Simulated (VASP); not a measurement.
Runs of VASP 6.6.1 on Sn3Te. The structure is that of space group Im-3m (No. 229), or close to it. The cells are those of the table. 

```csv
task,cell,k mesh,cutoff (eV),gap on the mesh (eV),pressure (GPa),relaxed volume (Å³/atom)
relaxation of cell and atoms,"relaxed from a = 5.577 Å, angles 109.5°, 4 atoms",4 × 4 × 4,600,none,0.0,(a)
single point,"a = 5.419 Å, angles 109.5°, 4 atoms",10 × 10 × 10,520,none,0.0,-
single point,"a = 5.577 Å, angles 109.5°, 4 atoms",4 × 4 × 4,520,none,-3.0,-
relaxation of cell and atoms,"relaxed from a = 5.427 Å, angles 109.5°, 4 atoms",10 × 10 × 10,600,none,0.0,30.61
single point,"a = 5.427 Å, angles 109.5°, 4 atoms",4 × 4 × 4,520,none,-0.1,-
```

Alike in all rows: level PBE; potentials or basis VASP PAW PBE potentials, release 64 (Sn_d, Te); no spin polarisation; smearing gaussian 0.1 eV.

Problem. Estimate the missing entries.

Solution. (a) 30.68.

Caveats: spin-orbit coupling is left out, which moves the levels of the heavy elements.

A k mesh can miss the band edges, and the runs leave out spin-orbit coupling on Sn, Te.

A gap of «none» marks levels without a gap at the run's occupations.
